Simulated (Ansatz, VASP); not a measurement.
# Zr2TiB2: VASP beside Ansatz

```
Zr Ti B
1.0
     3.03235    0.00000    0.00000
     0.00000    3.03235    0.00000
     0.00000    0.00000    8.45401
Zr Ti B
2 1 2
Direct
  0.50000 0.50000 0.72636
  0.50000 0.50000 0.27364
  0.00000 0.00000 0.00000
  0.50000 0.00000 0.50000
  0.00000 0.50000 0.50000
```

Change from the starting cell: species swapped into the BaAs2Pd2 type (P4/mmm, No. 123).

Alike in both runs: task relaxation of cell and atoms; functional PBE; k mesh 12 × 12 × 6; occupations gaussian, width 0.1 eV; no spin polarisation.

|  | VASP | Ansatz |
| --- | --- | --- |
| version | VASP 6.6.1 | Ansatz 0.2.0 |
| potentials or method | VASP PAW PBE potentials, release 64 (Zr_sv, Ti_sv, B), cutoff 600 eV | scalar-relativistic, plane waves, PAW |
| valence electrons in the cell | 42 | 42 |

VASP gave:

| Quantity | Value |
| --- | --- |
| gap on the k mesh at the Fermi level, each at its own relaxed structure (eV) | none |
| relaxed volume (Å³/atom) | 15.56 |
| relaxed length of the cell vector where the two differ most in proportion (Å) | 8.574 |

Q: Which values does Ansatz return?

A: gap on the k mesh at the Fermi level, each at its own relaxed structure (eV): none; relaxed volume (Å³/atom): 15.56; relaxed length of the cell vector where the two differ most in proportion (Å): 8.593.

A gap of «none» marks a metal or a gap that the smearing closes.
